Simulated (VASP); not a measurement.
## ZrO5: single point with PBE

Crystal: ZrO5.

```
Zr O
1.0
     4.19922    0.00000    0.00000
    -2.09961    3.63663    0.00000
     0.00000    0.00000    4.07306
Zr O
1 5
Direct
  0.00000 0.00000 0.00000
  0.33333 0.66667 0.16948
  0.33333 0.66667 0.83052
  0.66667 0.33333 0.83052
  0.66667 0.33333 0.16948
  0.00000 0.00000 0.50000
```

The cell was built from a structure type or drawn by symmetry, and may not be a known phase.

| Property | Result |
| --- | --- |
| Program | VASP 6.6.1 |
| Task | single point |
| Functional | PBE |
| Potentials or basis | VASP PAW PBE potentials, release 64 (Zr_sv, O) |
| Cutoff | 520 eV |
| k mesh | 6 × 6 × 4 |
| Occupations | gaussian, width 0.1 eV |
| Spin | collinear spin |
| Starting moments | [1.0, 0.0, 0.0, 0.0, 0.0, 0.0] μB |
| Dipole correction | no |
| Further INCAR settings | ALGO = Normal; EDIFF = 1e-07; NBANDS = 34 |

- Pressure: 1.0 GPa
- Largest force: 0.388 eV/Å
- Band gap on the k mesh: zero (filled and empty bands overlap)
- Net moment: 0.00 μB per cell
- Valence electrons inside the program's atomic spheres: Zr 9.40; O 4.89, 5.01 (each value once)

Forces on the atoms (eV/Å):
```
Zr   0.000  0.000  0.000
O    0.000  0.000  0.388
O    0.000  0.000 -0.388
O    0.000  0.000 -0.388
O    0.000  0.000  0.388
O    0.000  0.000  0.000
```

Stress tensor (GPa, compression positive):
```
-0.01  0.00  0.00
 0.00 -0.01  0.00
 0.00  0.00  3.00
```

Levels at points of the mesh, in eV from the Fermi level:
Spin up:
| k point | band 17 | band 18 | band 19 | band 20 | band 21 | band 22 | band 23 | band 24 | band 25 | band 26 |
| --- | --- | --- | --- | --- | --- | --- | --- | --- | --- | --- |
| (0.00, 0.00, 0.00) | -1.98 | -1.11 | -1.09 | -1.09 | -0.98 | -0.98 | 3.86 | 3.86 | 4.07 | 4.30 |
| (0.50, 0.00, 0.00) | -2.01 | -1.08 | -0.90 | -0.65 | -0.61 | 0.24 | 2.16 | 3.20 | 3.46 | 3.81 |
| (0.00, 0.00, 0.50) | -3.16 | -3.16 | -2.35 | -2.35 | 0.56 | 0.56 | 3.89 | 4.32 | 4.32 | 5.01 |
| (0.50, 0.00, 0.50) | -4.30 | -2.53 | -1.88 | -0.43 | -0.12 | 0.08 | 2.20 | 3.48 | 4.09 | 4.82 |
Spin down:
```
           k point  band 17  band 18  band 19  band 20  band 21  band 22  band 23  band 24  band 25  band 26
(0.00, 0.00, 0.00)    -1.98    -1.11    -1.09    -1.09    -0.98    -0.98     3.86     3.86     4.07     4.30
(0.50, 0.00, 0.00)    -2.01    -1.08    -0.90    -0.65    -0.61     0.24     2.16     3.20     3.46     3.81
(0.00, 0.00, 0.50)    -3.16    -3.16    -2.35    -2.35     0.56     0.56     3.89     4.32     4.32     5.01
(0.50, 0.00, 0.50)    -4.30    -2.53    -1.88    -0.43    -0.12     0.08     2.20     3.48     4.09     4.82
```

It took 3.4 min on 1 thread of Intel Xeon 8259CL, with other jobs on the host, peak memory 0.23 GiB.

Caveat: the k points lie up to 0.39 Å⁻¹ apart, too coarse for converged energies and pressures of a metal.
